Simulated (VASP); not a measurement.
A run of VASP 6.6.1:

File INCAR:

```
SYSTEM = Rb
PREC = Accurate
ENCUT = 520
EDIFF = 1E-6
ISMEAR = 0
SIGMA = 0.1
LREAL = .FALSE.
LASPH = .TRUE.
NELM = 60
ALGO = Normal
ISIF = 2
LWAVE = .FALSE.
LCHARG = .FALSE.
GGA = PS
NBANDS = 10
```

The input KPOINTS:

```
Automatic mesh
0
G
  4 4 4
  0 0 0
```

File POSCAR:

```
Rb
1.0
   -2.8025000000      2.8025000000      2.8025000000
    2.8025000000     -2.8025000000      2.8025000000
    2.8025000000      2.8025000000     -2.8025000000
Rb
1
Direct
    0.0000000000      0.0000000000      0.0000000000
```

Potentials or basis: VASP PAW PBE potentials, release 64 (Rb_sv).

Command:

```console
$ cat potpaw_PBE.64/Rb_sv/POTCAR > POTCAR
$ mpirun -np 1 vasp_std > vasp.out
```

Hardware: 1 thread of AMD EPYC 7R13 (shared host).

Task: Estimate the wall time of this run.

Result: Run time: 14 s on 1 thread of AMD EPYC 7R13 (shared host), peak memory 0.16 GiB. Counts: scf iterations 10, k points 8.
